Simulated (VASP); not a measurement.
# Cs (I4/mmm) in VASP: further runs

Runs on Cs. Level: PBEsol. Tasks: single point.

Everything below comes from runs of VASP 6.6.1. Logs are shortened: lines on timing, memory, paths and dates and some standing lists are left out, and cuts for length are marked.

### 1 The cell of the first run

Symmetry: I4/mmm, No. 139, tetragonal system. The conventional cell has a = 6.045 Å, b = 6.045 Å, c = 6.347 Å, α = 90.00°, β = 90.00°, γ = 90.00°.

### 2 Single point, PBEsol (strain +0.000 along x and y, +0.050 along z)

The input, INCAR:

```
ALGO = Fast ; EDIFF = 1E-6
ENCUT = 520 ; GGA = PS
ISIF = 2 ; ISMEAR = 0
LASPH = True ; LCHARG = False
LREAL = False ; LWAVE = False
NBANDS = 10 ; NELM = 100
PREC = Accurate ; SIGMA = 0.15
```

The input, KPOINTS:

```
k-points
0
Gamma
  12 12 12
```

The input, POSCAR:

```
Cs
1.0
   -3.0225000000      3.0225000000      3.1736250000
    3.0225000000     -3.0225000000      3.1736250000
    3.0225000000      3.0225000000     -3.1736250000
Cs
1
Direct
    0.0000000000      0.0000000000      0.0000000000
```

Potentials or basis: VASP PAW PBE potentials, release 64 (Cs_sv).

Command:

```console
cat potpaw_PBE.64/Cs_sv/POTCAR > POTCAR
mpirun -np 1 vasp_std > vasp.out
```

OUTCAR:

```text
EDIFF = 1E-6
   ENCUT = 520
   GGA = PS
   ISIF = 2
   ISMEAR = 0
   LASPH = True
   LREAL = False
   NELM = 100
   PREC = Accurate

 ion  position               nearest neighbor table
   1  0.000  0.000  0.000-

  LATTYP: Found a body centered tetragonal cell.
 ALAT       =     6.0450000000
 C/A-ratio  =     1.0500000000

  Lattice vectors:

 A1 = (  -3.0225000000,   3.0225000000,   3.1736250000)
 A2 = (   3.0225000000,  -3.0225000000,   3.1736250000)
 A3 = (   3.0225000000,   3.0225000000,  -3.1736250000)

Analysis of symmetry for initial positions (statically):
=====================================================================
 Subroutine PRICEL returns:
 Original cell was already a primitive cell.

 Routine SETGRP: Setting up the symmetry group for a
 body centered tetragonal supercell.

 Subroutine GETGRP returns: Found 16 space group operations
 (whereof 16 operations were pure point group operations)
 out of a pool of 16 trial point group operations.

The static configuration has the point symmetry D_4h.

Analysis of symmetry for dynamics (positions and initial velocities):
=====================================================================
 Subroutine PRICEL returns:
 Original cell was already a primitive cell.

 Routine SETGRP: Setting up the symmetry group for a
 body centered tetragonal supercell.

 Subroutine GETGRP returns: Found 16 space group operations
 (whereof 16 operations were pure point group operations)
 out of a pool of 16 trial point group operations.

The dynamic configuration has the point symmetry D_4h.

 Subroutine INISYM returns: Found 16 space group operations
 (whereof 16 operations are pure point group operations),
 and found     1 'primitive' translations

----------------------------------------------------------------------------------------

                                     Primitive cell

  volume of cell :     115.9707

  direct lattice vectors                    reciprocal lattice vectors
    -3.022500000  3.022500000  3.173625000     0.000000000  0.165425972  0.157548545
     3.022500000 -3.022500000  3.173625000     0.165425972  0.000000000  0.157548545
     3.022500000  3.022500000 -3.173625000     0.165425972  0.165425972  0.000000000

  length of vectors
     5.323805795  5.323805795  5.323805795     0.228445390  0.228445390  0.233947653

[... 82 lines left out ...]
   IBRION =     -1    ionic relax: 0-MD 1-quasi-New 2-CG
   NFREE  =      0    steps in history (QN), initial steepest desc. (CG)
   ISIF   =      2    stress and relaxation
   ISYM   =      2    0-nonsym 1-usesym 2-fastsym
   POTIM  = 0.5000    time-step for ionic-motion
   TEBEG  =    0.0;   TEEND  =   0.0 temperature during run
   PSTRESS=    0.0 pullay stress
   NELECT =       9.0000    total number of electrons
   NUPDOWN=      -1.0000    fix difference up-down
   EMIN   =  10.00;   EMAX   =-10.00  energy-range for DOS
   EFERMI =   0.00;   METHOD = LEGACY
   ISMEAR =     0;   SIGMA  =   0.15  broadening in eV -4-tet -1-fermi 0-gaus
   EFERMI_NEDOS =   21; number of points for ismear=-14 and -15
   IALGO  =     68    algorithm
   IMIX   =      4    mixing-type and parameters
     AMIX     =   0.40;   BMIX     =  1.00
     AMIX_MAG =   1.60;   BMIX_MAG =  1.00
  volume/ion in A,a.u.               =     115.97       782.61
  Fermi-wavevector in a.u.,A,eV,Ry     =   0.698296  1.319588  6.634437  0.487617
  Thomas-Fermi vector in A             =   1.781860
   LORBIT       =      0    0 simple, 1 ext, 2 COOP (PROOUT), +10 PAW based schemes
   GGA     = PS    functional components
   LHFCALC =     F    Hartree Fock is set to
   AEXX    =    0.0000 exact exchange contribution
   IVDW    =     0    specifies the selected vdW correction
   LEPSILON=     F    determine dielectric tensor
   LRPA    =     F    only Hartree local field effects (RPA)
 non-spin polarized calculation
 RMM-DIIS sequential band-by-band and
 Gauss-broadening in eV      SIGMA  =   0.15
  energy-cutoff  :      520.00
  volume of cell :      115.97
 maximum number of plane-waves:      3156
   NGX = 19   NGY = 19   NGZ = 19

 number of electron       9.0000001 magnetization

 Free energy of the ion-electron system (eV)
  ---------------------------------------------------
  ext. energy  EPLUGINS =         0.00000000
  ---------------------------------------------------
  free energy    TOTEN  =        -0.94573335 eV

  energy without entropy =       -0.92986160  energy(sigma->0) =       -0.93779748

 E-fermi :   0.3512     XC(G=0):  -5.4546

 val. band max:        0.3443462612   @ k =   0.5000   0.3333   0.0833
 cond. band min:       0.3628840788   @ k =   0.4167   0.0833  -0.0000
 fundamental gap:      0.0185378176
 Fermi energy:         0.3512464084

 k-point     1 :       0.0000    0.0000    0.0000
  band No.  band energies     occupation
      1     -23.4976      2.00000
      2     -10.2184      2.00000
      3     -10.2184      2.00000
      4     -10.2184      2.00000
      5      -1.3208      2.00000
      6       2.7897      0.00000
      7       2.7897      0.00000
      8       2.9851      0.00000
      9       3.5707      0.00000
     10       3.8516      0.00000
[... 287 lines left out ...]
 k-point    24 :      -0.4167    0.1667    0.0000
  band No.  band energies     occupation
      1     -23.4921      2.00000
      2     -10.3217      2.00000
      3     -10.2572      2.00000
      4     -10.2291      2.00000
      5      -0.0494      1.99984
      6       1.6463      0.00000
      7       2.0332      0.00000
      8       3.4139      0.00000
      9       4.0080      0.00000
     10       4.1528      0.00000

 [... further k-points ...]

------------------------ aborting loop because EDIFF is reached ----------------------------------------

  FORCE on cell =-STRESS in cart. coord.  units (eV):
  Direction    XX          YY          ZZ          XY          YZ          ZX
  --------------------------------------------------------------------------------------
  -------------------------------------------------------------------------------------
  Total       -0.0968040     -0.0968040     -0.1001817      0.0000000      0.0000000      0.0000000
  in kB       -1.3373827     -1.3373827     -1.3840473      0.0000000      0.0000000      0.0000000
  external PRESSURE =      -1.3529375 kB  Pullay stress =       0.0000000 kB

 VOLUME and BASIS-vectors are now :
 -----------------------------------------------------------------------------
  energy-cutoff  :      520.00
  volume of cell :      115.97
      direct lattice vectors                 reciprocal lattice vectors
    -3.022500000  3.022500000  3.173625000     0.000000000  0.165425972  0.157548545
     3.022500000 -3.022500000  3.173625000     0.165425972  0.000000000  0.157548545
     3.022500000  3.022500000 -3.173625000     0.165425972  0.165425972  0.000000000

 POSITION                                       TOTAL-FORCE (eV/Angst)
 -----------------------------------------------------------------------------------
      0.00000      0.00000      0.00000        -0.000000     -0.000000      0.000000
 -----------------------------------------------------------------------------------
    total drift:                                0.000000     -0.000000     -0.000000

  FREE ENERGIE OF THE ION-ELECTRON SYSTEM (eV)
  ---------------------------------------------------
  free  energy   TOTEN  =        -0.9457333548 eV

  energy  without entropy=       -0.9298615984  energy(sigma->0) =       -0.93779748
```

stdout:

```text
POSCAR found type information on POSCAR Cs
 POSCAR found :  1 types and       1 ions
 scaLAPACK will be used
 -----------------------------------------------------------------------------
|                                                                             |
|                                                                             |
|     You enforced a specific xc type in the INCAR file but a different       |
|     I HOPE YOU KNOW WHAT YOU ARE DOING!                                     |
|                                                                             |
 -----------------------------------------------------------------------------

 LDA part: xc-table for (Slater+PW92), standard interpolation
 POSCAR, INCAR and KPOINTS ok, starting setup
 FFT: planning ... GRIDC
 FFT: planning ... GRID_SOFT
 FFT: planning ... GRID
 WAVECAR not read
 entering main loop
```

Run time: 2.2 min. Hardware: 1 thread of Oxide Virtual Turin-like, shared host; peak memory 0.32 GiB.

Results:

```
Free energy            : -0.9457 eV
Pressure               : -0.1 GPa
Band gap on the k mesh : zero (an odd number of electrons rules out a gap without spin polarisation)
```

Caveat: the cell differs from its parent crystal (strain +0.000 along x and y, +0.050 along z); the PAW data sets were made with another functional, which shifts forces and pressure a little; spin-orbit coupling is left out, which moves the levels of the heavy elements.

### 3 Single point, PBEsol (strain +0.050 along x and y, -0.050 along z)

The input, INCAR:

```
PREC = Accurate
ENCUT = 520
EDIFF = 1E-6
ISMEAR = 0
SIGMA = 0.15
LREAL = False
LASPH = True
NELM = 80
ALGO = Fast
ISIF = 2
LWAVE = False
LCHARG = False
GGA = PS
NBANDS = 10
```

The input, KPOINTS:

```
Automatic mesh
0
Gamma
  12 12 12
```

The input, POSCAR:

```
Cs
1.0
   -3.1736250000      3.1736250000      2.8713750000
    3.1736250000     -3.1736250000      2.8713750000
    3.1736250000      3.1736250000     -2.8713750000
Cs
1
Direct
    0.0000000000      0.0000000000      0.0000000000
```

Potentials or basis: VASP PAW PBE potentials, release 64 (Cs_sv).

Command:

```console
cat potpaw_PBE.64/Cs_sv/POTCAR > POTCAR
mpirun -np 1 vasp_std > vasp.out
```

Run time: 2.3 min. Hardware: 1 thread of Oxide Virtual Turin-like, shared host; peak memory 0.32 GiB.

The run converged. Its results:

```yaml
Free_energy: -0.9450 eV
Pressure: -0.1 GPa
Band_gap_on_the_k_mesh: zero (an odd number of electrons rules out a gap without spin polarisation)
```

Levels at points of the mesh, in eV from the Fermi level:
```
           k point  band 1  band 2  band 3  band 4  band 5  band 6  band 7  band 8  band 9  band 10
(0.00, 0.00, 0.00)  -23.85  -10.57  -10.57  -10.57   -1.67    2.23    2.67    2.67    3.05     3.66
(0.50, 0.00, 0.00)  -23.84  -10.70  -10.62  -10.57    0.08    0.95    1.52    3.23    4.08     4.25
(0.50, 0.50, 0.00)  -23.84  -10.70  -10.60  -10.56   -0.04    0.74    1.97    2.91    3.61     4.55
(0.50, 0.50, 0.50)  -23.84  -10.67  -10.67  -10.64    0.58    0.74    2.73    2.73    3.56     4.43
```

Caveat: the cell differs from its parent crystal (strain +0.050 along x and y, -0.050 along z); the PAW data sets were made with another functional, which shifts forces and pressure a little; spin-orbit coupling is left out, which moves the levels of the heavy elements.

### 4 Single point, PBEsol (strain +0.050 along x and y, -0.025 along z)

The input, INCAR:

```
SYSTEM = Cs
PREC = Accurate
ENCUT = 520
EDIFF = 1E-6
ISMEAR = 0
SIGMA = 0.15
LREAL = .FALSE.
LASPH = .TRUE.
NELM = 60
ALGO = Fast
ISIF = 2
LWAVE = .FALSE.
LCHARG = .FALSE.
GGA = PS
NBANDS = 10
```

The input, KPOINTS:

```
Automatic mesh
0
G
  12 12 12
  0 0 0
```

The input, POSCAR:

```
Cs
1.0
   -3.1736250000      3.1736250000      2.9469375000
    3.1736250000     -3.1736250000      2.9469375000
    3.1736250000      3.1736250000     -2.9469375000
Cs
1
Direct
    0.0000000000      0.0000000000      0.0000000000
```

Command:

```console
cat potpaw_PBE.64/Cs_sv/POTCAR > POTCAR
mpirun -np 1 vasp_std > vasp.out
```

Run time: 2.5 min. Hardware: 1 thread of Oxide Virtual Turin-like, shared host; peak memory 0.32 GiB.

The run converged. Its results:

* Free energy: -0.9430 eV
* Pressure: -0.2 GPa
* Band gap on the k mesh: zero (an odd number of electrons rules out a gap without spin polarisation)

Levels at points of the mesh, in eV from the Fermi level:
```csv
k point,band 3,band 4,band 5,band 6,band 7,band 8
"(0.00, 0.00, 0.00)",-10.59,-10.59,-1.65,2.29,2.60,2.60
"(0.50, 0.00, 0.00)",-10.63,-10.59,0.08,0.90,1.56,3.20
"(0.50, 0.50, 0.00)",-10.62,-10.58,-0.01,0.75,1.88,2.95
"(0.50, 0.50, 0.50)",-10.68,-10.66,0.63,0.75,2.73,2.73
```

Caveat: the cell differs from its parent crystal (strain +0.050 along x and y, -0.025 along z); the PAW data sets were made with another functional, which shifts forces and pressure a little; spin-orbit coupling is left out, which moves the levels of the heavy elements.

### 5 Single point, PBEsol (strain +0.050 along x and y, +0.000 along z)

The input, INCAR:

```
SYSTEM = Cs
PREC = Accurate ; ENCUT = 520
EDIFF = 1E-6 ; ISMEAR = 0
SIGMA = 0.15 ; LREAL = .FALSE.
LASPH = .TRUE. ; NELM = 60
ALGO = Fast ; ISIF = 2
LWAVE = .FALSE. ; LCHARG = .TRUE.
GGA = PS ; LELF = .TRUE.
LVHAR = .TRUE. ; NBANDS = 10
```

The input, KPOINTS:

```
regular mesh
0
G
  12 12 12
  0 0 0
```

The input, POSCAR:

```
Cs
1.0
   -3.1736250000      3.1736250000      3.0225000000
    3.1736250000     -3.1736250000      3.0225000000
    3.1736250000      3.1736250000     -3.0225000000
Cs
1
Direct
    0.0000000000      0.0000000000      0.0000000000
```

Command:

```console
cat potpaw_PBE.64/Cs_sv/POTCAR > POTCAR
mpirun -np 1 vasp_std > vasp.out
```

Run time: 3.4 min. Hardware: 1 thread of Oxide Virtual Turin-like, shared host; peak memory 0.33 GiB.

It converged, with:

```yaml
Free_energy: -0.9399 eV
Pressure: -0.2 GPa
Band_gap_on_the_k_mesh: zero (an odd number of electrons rules out a gap without spin polarisation)
```

Levels at points of the mesh, in eV from the Fermi level:
| k point | band 1 | band 2 | band 3 | band 4 | band 5 | band 6 | band 7 | band 8 | band 9 | band 10 |
| --- | --- | --- | --- | --- | --- | --- | --- | --- | --- | --- |
| (0.00, 0.00, 0.00) | -23.88 | -10.61 | -10.61 | -10.61 | -1.62 | 2.34 | 2.54 | 2.54 | 3.15 | 3.44 |
| (0.50, 0.00, 0.00) | -23.88 | -10.72 | -10.65 | -10.61 | 0.08 | 0.85 | 1.59 | 3.15 | 3.81 | 4.18 |
| (0.50, 0.50, 0.00) | -23.88 | -10.72 | -10.64 | -10.61 | 0.02 | 0.76 | 1.80 | 2.98 | 3.63 | 4.35 |
| (0.50, 0.50, 0.50) | -23.87 | -10.69 | -10.69 | -10.68 | 0.67 | 0.75 | 2.74 | 2.74 | 3.13 | 4.18 |

Caveat: the cell differs from its parent crystal (strain +0.050 along x and y, +0.000 along z); the PAW data sets were made with another functional, which shifts forces and pressure a little; spin-orbit coupling is left out, which moves the levels of the heavy elements.

### 6 Overview

```tsv
cell	gap on the mesh (eV)	pressure (GPa)
a = 5.324 Å, angles 110.8, 110.8, 106.8°, 1 atom	none	-0.1
a = 5.328 Å, angles 106.9, 106.9, 114.8°, 1 atom	none	-0.1
a = 5.369 Å, angles 107.5, 107.5, 113.4°, 1 atom	none	-0.2
a = 5.411 Å, angles 108.2, 108.2, 112.1°, 1 atom	none	-0.2
```

Alike in all rows: task single point; level PBEsol; potentials or basis VASP PAW PBE potentials, release 64 (Cs_sv); no spin polarisation; k mesh 12 × 12 × 12; cutoff (eV) 520; smearing gaussian 0.15 eV.

Caveats: the PAW data sets were made with another functional, which shifts forces and pressure a little; spin-orbit coupling is left out, which moves the levels of the heavy elements.

Total energies depend on the potentials used, so only differences within one code and one set of settings carry meaning.
